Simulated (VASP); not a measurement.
# Ta2AlF3 (P6/mmm) in VASP: further runs

Ta2AlF3 is run at these levels: PBE; tasks: single point, relaxation of cell and atoms.

Everything below comes from runs of VASP 6.6.1. Logs are shortened: lines on timing, memory, paths and dates and some standing lists are left out, and cuts for length are marked.

## 1. The cell of the first run

Symmetry: P6/mmm, No. 191, hexagonal system. The conventional cell has a = 5.554 Å, b = 5.554 Å, c = 3.035 Å, α = 90.00°, β = 90.00°, γ = 120.00°. Ta (site symmetry -6m2) has 6 F at 2.21 Å within 2.9 Å. Al (site symmetry 6/mmm) has 2 Al at 3.04 Å and 12 F at 3.16 Å and 6 Ta at 3.21 Å within 4.0 Å. F (site symmetry mmm) has 4 Ta at 2.21 Å and 4 F at 2.78 Å within 2.9 Å.

The cell was built from a structure type or drawn by symmetry, and may not be a known phase.

## 2. Single point, PBE

File INCAR:

```
SYSTEM = Ta2AlF3
ALGO     = Normal         ! electronic algorithm
EDIFF    = 1E-7           ! SCF threshold, eV
ENCUT    = 520            ! plane-wave cutoff, eV
GGA      = PE             ! functional
ISIF     = 2              ! what is computed and relaxed
ISMEAR   = 0              ! smearing method
LASPH    = .TRUE.         ! aspherical terms in the spheres
LCHARG   = .FALSE.        ! write CHGCAR
LREAL    = .FALSE.        ! projectors in reciprocal space
LWAVE    = .FALSE.        ! write WAVECAR
NBANDS   = 32             ! bands
NELM     = 60             ! most SCF steps
PREC     = Accurate       ! precision mode
SIGMA    = 0.1            ! smearing width, eV
```

File KPOINTS:

```
k-points
0
G
  6 6 6
  0 0 0
```

File POSCAR:

```
Ta2AlF3
1.0
    5.5544174300      0.0000000000      0.0000000000
   -2.7772087100      4.8102666000      0.0000000000
    0.0000000000      0.0000000000      3.0350859600
Ta Al F
2 1 3
Direct
    0.6666666700      0.3333333300      0.0000000000
    0.3333333300      0.6666666700      0.0000000000
    0.0000000000      0.0000000000      0.0000000000
    0.0000000000      0.5000000000      0.5000000000
    0.5000000000      0.0000000000      0.5000000000
    0.5000000000      0.5000000000      0.5000000000
```

Potentials or basis: VASP PAW PBE potentials, release 64 (Ta_pv, Al, F).

Run with:

```bash
$ cat potpaw_PBE.64/Ta_pv/POTCAR potpaw_PBE.64/Al/POTCAR potpaw_PBE.64/F/POTCAR > POTCAR
$ mpirun -np 1 vasp_std > vasp.out
```

OUTCAR:

```text
SYSTEM = Ta2AlF3
   EDIFF = 1E-7
   ENCUT = 520
   GGA = PE
   ISIF = 2
   ISMEAR = 0
   LASPH = .TRUE.
   LREAL = .FALSE.
   NELM = 60
   PREC = Accurate

 ion  position               nearest neighbor table
   1  0.667  0.333  0.000-   5 2.21   5 2.21   4 2.21   4 2.21   6 2.21   6 2.21   3 3.21   2 3.21
                             2 3.21   3 3.21   3 3.21   2 3.21
   2  0.333  0.667  0.000-   5 2.21   5 2.21   4 2.21   4 2.21   6 2.21   6 2.21   3 3.21   1 3.21
                             1 3.21   3 3.21   3 3.21   1 3.21
   3  0.000  0.000  0.000-   1 3.21   2 3.21   2 3.21   1 3.21   1 3.21   2 3.21
   4  0.000  0.500  0.500-   1 2.21   2 2.21   1 2.21   2 2.21
   5  0.500  0.000  0.500-   1 2.21   2 2.21   1 2.21   2 2.21
   6  0.500  0.500  0.500-   1 2.21   2 2.21   1 2.21   2 2.21

  LATTYP: Found a hexagonal cell.
 ALAT       =     5.5544174300
 C/A-ratio  =     0.5464274153

  Lattice vectors:

 A1 = (   5.5544174300,   0.0000000000,   0.0000000000)
 A2 = (  -2.7772087100,   4.8102666000,   0.0000000000)
 A3 = (   0.0000000000,   0.0000000000,   3.0350859600)

Analysis of symmetry for initial positions (statically):
=====================================================================
 Subroutine PRICEL returns:
 Original cell was already a primitive cell.

 Routine SETGRP: Setting up the symmetry group for a
 hexagonal supercell.

 Subroutine GETGRP returns: Found 24 space group operations
 (whereof 24 operations were pure point group operations)
 out of a pool of 24 trial point group operations.

The static configuration has the point symmetry D_6h.

Analysis of symmetry for dynamics (positions and initial velocities):
=====================================================================
 Subroutine PRICEL returns:
 Original cell was already a primitive cell.

 Routine SETGRP: Setting up the symmetry group for a
 hexagonal supercell.

 Subroutine GETGRP returns: Found 24 space group operations
 (whereof 24 operations were pure point group operations)
 out of a pool of 24 trial point group operations.

The dynamic configuration has the point symmetry D_6h.

 Subroutine INISYM returns: Found 24 space group operations
 (whereof 24 operations are pure point group operations),
 and found     1 'primitive' translations

----------------------------------------------------------------------------------------

                                     Primitive cell

  volume of cell :      81.0921

  direct lattice vectors                    reciprocal lattice vectors
     5.554417430  0.000000000  0.000000000     0.180036883  0.103944343  0.000000000
    -2.777208710  4.810266600  0.000000000     0.000000000  0.207888685  0.000000000
     0.000000000  0.000000000  3.035085960     0.000000000  0.000000000  0.329479960

  length of vectors
     5.554417430  5.554417430  3.035085960     0.207888685  0.207888685  0.329479960

  position of ions in fractional coordinates (direct lattice)
     0.666666670  0.333333330  0.000000000
     0.333333330  0.666666670  0.000000000
     0.000000000  0.000000000  0.000000000
     0.000000000  0.500000000  0.500000000
     0.500000000  0.000000000  0.500000000
     0.500000000  0.500000000  0.500000000

  ion indices of the primitive-cell ions
   primitive index   ion index
                 1           1
                 2           2
                 3           3
                 4           4
                 5           5
                 6           6

----------------------------------------------------------------------------------------

 KPOINTS: k-points

Automatic generation of k-mesh.
 Grid dimensions read from file:
 generate k-points for:    6    6    6

 Generating k-lattice:

  Cartesian coordinates                     Fractional coordinates (reciprocal lattice)
     0.030006147  0.017324057  0.000000000     0.166666667  0.000000000  0.000000000
     0.000000000  0.034648114  0.000000000     0.000000000  0.166666667  0.000000000
     0.000000000  0.000000000  0.054913327     0.000000000  0.000000000  0.166666667

[... 49 lines left out ...]
  ext. energy  EPLUGINS =         0.00000000
  ---------------------------------------------------
  free energy    TOTEN  =       -35.04743784 eV

  energy without entropy =      -35.02594462  energy(sigma->0) =      -35.03669123

 E-fermi :   6.7129     XC(G=0): -11.3022

 val. band max:        6.6982586070   @ k =   0.3333   0.3333   0.1667
 cond. band min:       6.7196226370   @ k =   0.5000   0.0000   0.0000
 fundamental gap:      0.0213640300
 Fermi energy:         6.7129069044

 k-point     1 :       0.0000    0.0000    0.0000
  band No.  band energies     occupation
      1     -29.9339      2.00000
      2     -29.9339      2.00000
      3     -29.8459      2.00000
      4     -29.7840      2.00000
      5     -29.6060      2.00000
      6     -29.6060      2.00000
[... 24 lines left out ...]
     31      10.4930      0.00000
     32      10.4930      0.00000

 k-point     2 :       0.1667   -0.0000    0.0000
  band No.  band energies     occupation
      1     -29.9374      2.00000
      2     -29.9170      2.00000
      3     -29.8422      2.00000
      4     -29.7877      2.00000
      5     -29.6250      2.00000
      6     -29.6023      2.00000
[... 24 lines left out ...]
     31       9.7106      0.00000
     32       9.8217      0.00000

 k-point     3 :       0.3333   -0.0000    0.0000
  band No.  band energies     occupation
      1     -29.9442      2.00000
      2     -29.8742      2.00000
      3     -29.8329      2.00000
      4     -29.7971      2.00000
      5     -29.6718      2.00000
      6     -29.5950      2.00000
[... 24 lines left out ...]
     31       9.5404      0.00000
     32       9.7062      0.00000

 k-point     4 :       0.5000    0.0000    0.0000
  band No.  band energies     occupation
      1     -29.9475      2.00000
      2     -29.8427      2.00000
      3     -29.8253      2.00000
      4     -29.8047      2.00000
      5     -29.7054      2.00000
      6     -29.5915      2.00000
[... 654 lines left out ...]
     31      12.2325      0.00000
     32      12.2325      0.00000

 k-point    23 :       0.1667   -0.0000    0.5000
  band No.  band energies     occupation
      1     -30.5570      2.00000
      2     -30.3327      2.00000
      3     -29.7486      2.00000
      4     -29.7346      2.00000
      5     -29.5476      2.00000
      6     -29.5331      2.00000
[... 24 lines left out ...]
     31      11.3777      0.00000
     32      11.4157      0.00000

 k-point    24 :       0.3333   -0.0000    0.5000
  band No.  band energies     occupation
      1     -30.5194      2.00000
      2     -30.3726      2.00000
      3     -29.7546      2.00000
      4     -29.7079      2.00000
      5     -29.5752      2.00000
      6     -29.5269      2.00000
[... 24 lines left out ...]
     31      10.5979      0.00000
     32      11.1150      0.00000

 [... further k-points ...]
[... 5 lines left out ...]
  --------------------------------------------------------------------------------------
  -------------------------------------------------------------------------------------
  Total       -0.8320617     -0.8320617     21.1913360     -0.0000000      0.0000000      0.0000000
  in kB      -16.4394556    -16.4394556    418.6877571     -0.0000000      0.0000000      0.0000000
  external PRESSURE =     128.6029486 kB  Pullay stress =       0.0000000 kB

 VOLUME and BASIS-vectors are now :
 -----------------------------------------------------------------------------
  energy-cutoff  :      520.00
  volume of cell :       81.09
      direct lattice vectors                 reciprocal lattice vectors
     5.554417430  0.000000000  0.000000000     0.180036883  0.103944343  0.000000000
    -2.777208710  4.810266600  0.000000000     0.000000000  0.207888685  0.000000000
     0.000000000  0.000000000  3.035085960     0.000000000  0.000000000  0.329479960

 POSITION                                       TOTAL-FORCE (eV/Angst)
 -----------------------------------------------------------------------------------
      2.77721      1.60342      0.00000        -0.000000      0.000000     -0.000000
     -0.00000      3.20684      0.00000         0.000000     -0.000000      0.000000
      0.00000      0.00000      0.00000         0.000000      0.000000      0.000000
     -1.38860      2.40513      1.51754         0.000000      0.000000      0.000000
      2.77721      0.00000      1.51754         0.000000      0.000000      0.000000
      1.38860      2.40513      1.51754         0.000000      0.000000      0.000000
 -----------------------------------------------------------------------------------
    total drift:                                0.000000     -0.000000      0.000000

  FREE ENERGIE OF THE ION-ELECTRON SYSTEM (eV)
  ---------------------------------------------------
  free  energy   TOTEN  =       -35.0474378423 eV

  energy  without entropy=      -35.0259446196  energy(sigma->0) =      -35.03669123
```

It took 90 s on 1 thread of Intel Xeon 8259CL, shared host; peak memory 0.23 GiB.

Results:

```
Free energy            : -35.0474 eV
Pressure               : 12.9 GPa
Band gap on the k mesh : zero (bands 23 and 24 overlap by 0.93 eV)
```

Stress tensor (GPa, compression positive):
```
-1.64  0.00  0.00
 0.00 -1.64  0.00
 0.00  0.00 41.87
```

Caveat: the cell stands under pressure; spin-orbit coupling is left out, which moves the levels of the heavy elements.

## 3. Single point, PBE

This run uses another cell than the first one, of 13.81 Å³/atom.

File INCAR:

```
PREC = Accurate ; ENCUT = 520
EDIFF = 1E-7 ; ISMEAR = 0
SIGMA = 0.1 ; LREAL = False
LASPH = True ; NELM = 80
ALGO = Normal ; ISIF = 2
LWAVE = False ; LCHARG = False
GGA = PE ; NBANDS = 32
```

File KPOINTS:

```
regular mesh
0
Gamma
  6 6 6
```

File POSCAR:

```
Ta2AlF3
1.0
    4.9873816960     -0.0000000026      0.0000000000
   -2.4936908458      4.3191992484      0.0000000000
    0.0000000000      0.0000000000      3.8466775665
Ta Al F
2 1 3
Direct
    0.6666666667      0.3333333333      0.0000000000
    0.3333333333      0.6666666667      0.0000000000
    0.0000000000      0.0000000000      0.0000000000
    0.0000000000      0.5000000000      0.5000000000
    0.5000000000      0.0000000000      0.5000000000
    0.5000000000      0.5000000000      0.5000000000
```

Potentials or basis: VASP PAW PBE potentials, release 64 (Ta_pv, Al, F).

Run with:

```bash
$ cat potpaw_PBE.64/Ta_pv/POTCAR potpaw_PBE.64/Al/POTCAR potpaw_PBE.64/F/POTCAR > POTCAR
$ mpirun -np 1 vasp_std > vasp.out
```

It took 1.8 min on 1 thread of Intel Xeon 8259CL, shared host; peak memory 0.25 GiB.

Results (log left out):

* Free energy: -38.7383 eV
* Pressure: 0.1 GPa
* Band gap on the k mesh: zero (bands 23 and 24 overlap by 1.31 eV)

Stress tensor (GPa, compression positive):
```
-0.07  0.00  0.00
 0.00 -0.07  0.00
 0.00  0.00  0.37
```

Levels at points of the mesh, in eV from the Fermi level:
```
           k point  band 20  band 21  band 22  band 23  band 24  band 25  band 26  band 27
(0.00, 0.00, 0.00)    -1.74    -1.74    -0.43    -0.30    -0.30     0.81     0.81     1.96
(0.50, 0.00, 0.00)    -4.05    -2.32    -1.79     0.68     1.03     1.49     1.52     1.57
(0.00, 0.00, 0.50)    -2.57    -2.57    -0.46    -0.14    -0.14     0.62     0.62     1.20
(0.50, 0.00, 0.50)    -2.75    -2.10    -1.39    -0.38    -0.15     1.13     1.35     2.20
```

Caveat: spin-orbit coupling is left out, which moves the levels of the heavy elements.

## 4. Single point, PBE

This run uses another cell than the first one, of 13.84 Å³/atom.

File INCAR:

```
PREC     = Accurate       # precision mode
ENCUT    = 520            # plane-wave cutoff, eV
EDIFF    = 1E-7           # SCF threshold, eV
ISMEAR   = 0              # smearing method
SIGMA    = 0.1            # smearing width, eV
LREAL    = False          # projectors in reciprocal space
LASPH    = True           # aspherical terms in the spheres
NELM     = 100            # most SCF steps
ALGO     = Normal         # electronic algorithm
ISIF     = 2              # what is computed and relaxed
LWAVE    = False          # write WAVECAR
LCHARG   = False          # write CHGCAR
GGA      = PE             # functional
NBANDS   = 32             # bands
```

File KPOINTS:

```
regular mesh
0
Gamma
  12 12 10
```

Changes to POSCAR since step 3:

```diff
@@ -2,5 +2,5 @@
 1.0
-    4.9873816960     -0.0000000026      0.0000000000
-   -2.4936908458      4.3191992484      0.0000000000
-    0.0000000000      0.0000000000      3.8466775665
+    4.9877057040      0.0000000000      0.0000000000
+   -2.4938528520      4.3194798462      0.0000000000
+    0.0000000000      0.0000000000      3.8534471145
 Ta Al F
```

Run with:

```bash
$ cat potpaw_PBE.64/Ta_pv/POTCAR potpaw_PBE.64/Al/POTCAR potpaw_PBE.64/F/POTCAR > POTCAR
$ mpirun -np 1 vasp_std > vasp.out
```

Wall time 5.5 min (1 thread of Intel Xeon 8259CL, shared host); peak memory 0.4 GiB.

Results (log left out):

* Free energy: -38.7219 eV
* Pressure: -0.1 GPa
* Band gap on the k mesh: zero (bands 23 and 24 overlap by 1.34 eV)

Stress tensor (GPa, compression positive):
```
-0.16  0.00  0.00
 0.00 -0.16  0.00
 0.00  0.00  0.02
```

Levels at points of the mesh, in eV from the Fermi level:
```
           k point  band 20  band 21  band 22  band 23  band 24  band 25  band 26  band 27
(0.00, 0.00, 0.00)    -1.75    -1.75    -0.41    -0.30    -0.30     0.82     0.82     1.96
(0.50, 0.00, 0.00)    -4.06    -2.33    -1.80     0.68     1.01     1.50     1.52     1.58
(0.00, 0.00, 0.50)    -2.59    -2.59    -0.46    -0.14    -0.14     0.61     0.61     1.21
(0.50, 0.00, 0.50)    -2.76    -2.11    -1.40    -0.38    -0.15     1.13     1.35     2.17
```

Caveat: spin-orbit coupling is left out, which moves the levels of the heavy elements.

## 5. Relaxation of cell and atoms, PBE

File INCAR:

```
PREC     = Accurate       # precision mode
ENCUT    = 600            # plane-wave cutoff, eV
EDIFF    = 1E-7           # SCF threshold, eV
ISMEAR   = 0              # smearing method
SIGMA    = 0.1            # smearing width, eV
LREAL    = F              # projectors in reciprocal space
LASPH    = T              # aspherical terms in the spheres
NELM     = 60             # most SCF steps
ALGO     = Normal         # electronic algorithm
ISIF     = 3              # what is computed and relaxed
LWAVE    = F              # write WAVECAR
LCHARG   = F              # write CHGCAR
GGA      = PE             # functional
IBRION   = 2              # ionic algorithm
NSW      = 90             # ionic steps
EDIFFG   = -0.04          # ionic threshold
```

File KPOINTS:

```
regular mesh
0
Gamma
  6 6 6
```

File POSCAR:

```
Ta2AlF3
1.0
    5.5544174300      0.0000000000      0.0000000000
   -2.7772087100      4.8102666000      0.0000000000
    0.0000000000      0.0000000000      3.0350859600
Ta Al F
2 1 3
Direct
    0.6666666700      0.3333333300      0.0000000000
    0.3333333300      0.6666666700      0.0000000000
    0.0000000000      0.0000000000      0.0000000000
    0.0000000000      0.5000000000      0.5000000000
    0.5000000000      0.0000000000      0.5000000000
    0.5000000000      0.5000000000      0.5000000000
```

Run with:

```bash
$ cat potpaw_PBE.64/Ta_pv/POTCAR potpaw_PBE.64/Al/POTCAR potpaw_PBE.64/F/POTCAR > POTCAR
$ mpirun -np 1 vasp_std > vasp.out
```

Wall time 12 min (1 thread of Intel Xeon 8259CL, shared host); peak memory 0.29 GiB.

It converged, with:

```yaml
Free_energy: -38.6872 eV
Relaxed_volume: 13.73 Å³/atom
Relaxed_cell: a = 4.989 Å, b = 4.989 Å, c = 3.823 Å, α = 90.00°, β = 90.00°, γ = 120.00°
Space_group_after_relaxing_to_0.1_Å: P6/mmm (No. 191)
Energy_gained_by_relaxing: 605.1 meV/atom
Ionic_steps: 10
Pressure_after_relaxing: -0.2 GPa
Band_gap_on_the_k_mesh: zero (bands 23 and 24 overlap by 1.33 eV)
```

Stress tensor (GPa, compression positive):
```
-0.15  0.00  0.00
 0.00 -0.15  0.00
 0.00  0.00 -0.38
```

Step by step:
| step | energy change (eV) | largest force (eV/Å) | pressure (GPa) | volume (Å³) |
| --- | --- | --- | --- | --- |
| 1 | 0.0000 | 0.0000 | 12.79 | 81.09 |
| 2 | -2.0465 | 0.0000 | -11.36 | 93.57 |
| 3 | -1.9912 | 0.0000 | -19.30 | 101.84 |
| 4 | -2.1477 | 0.0000 | -15.15 | 97.11 |
| 5 | -3.2956 | 0.0000 | -9.52 | 88.79 |
| 6 | -3.3148 | 0.0000 | -10.85 | 89.84 |
| 7 | -3.6086 | 0.0000 | 3.67 | 80.32 |
| 8 | -3.6303 | 0.0000 | 0.25 | 82.15 |
| 9 | -3.6302 | 0.0000 | -0.02 | 82.30 |
| 10 | -3.6309 | 0.0000 | -0.23 | 82.41 |

Final structure:
```
Ta Al F
1.0
     4.98920    0.00000    0.00000
    -2.49460    4.32077    0.00000
     0.00000    0.00000    3.82280
Ta Al F
2 1 3
Direct
  0.66667 0.33333 0.00000
  0.33333 0.66667 0.00000
  0.00000 0.00000 0.00000
  0.00000 0.50000 0.50000
  0.50000 0.00000 0.50000
  0.50000 0.50000 0.50000
```

Levels at points of the mesh, in eV from the Fermi level:
| k point | band 20 | band 21 | band 22 | band 23 | band 24 | band 25 | band 26 | band 27 |
| --- | --- | --- | --- | --- | --- | --- | --- | --- |
| (0.00, 0.00, 0.00) | -1.74 | -1.74 | -0.48 | -0.31 | -0.31 | 0.78 | 0.78 | 1.94 |
| (0.50, 0.00, 0.00) | -4.06 | -2.33 | -1.79 | 0.71 | 1.02 | 1.46 | 1.54 | 1.59 |
| (0.00, 0.00, 0.50) | -2.58 | -2.58 | -0.50 | -0.13 | -0.13 | 0.63 | 0.63 | 1.38 |
| (0.50, 0.00, 0.50) | -2.75 | -2.10 | -1.39 | -0.38 | -0.13 | 1.13 | 1.33 | 2.22 |

Caveat: a cell axis changed by over 15 % at a fixed basis, so the end point is rough; spin-orbit coupling is left out, which moves the levels of the heavy elements.

## 6. Summary

```tsv
task	cell	k mesh	cutoff (eV)	gap on the mesh (eV)	pressure (GPa)
single point	a = 5.554, b = 5.554, c = 3.035 Å, angles 90.0, 90.0, 120.0°, 6 atoms	6 × 6 × 6	520	none	12.9
single point	a = 4.987, b = 4.987, c = 3.847 Å, angles 90.0, 90.0, 120.0°, 6 atoms	6 × 6 × 6	520	none	0.1
single point	a = 4.988, b = 4.988, c = 3.853 Å, angles 90.0, 90.0, 120.0°, 6 atoms	12 × 12 × 10	520	none	-0.1
relaxation of cell and atoms	relaxed from a = 5.554, b = 5.554, c = 3.035 Å, angles 90.0, 90.0, 120.0°, 6 atoms	6 × 6 × 6	600	none	-0.2
```

Alike in all rows: level PBE; potentials or basis VASP PAW PBE potentials, release 64 (Ta_pv, Al, F); no spin polarisation; smearing gaussian 0.1 eV.

Caveats: spin-orbit coupling is left out, which moves the levels of the heavy elements; the cell stands under pressure (at least some runs); a cell axis changed by over 15 % at a fixed basis, so the end point is rough (at least some runs).

Absolute energies hang on the potentials; compare differences alone.
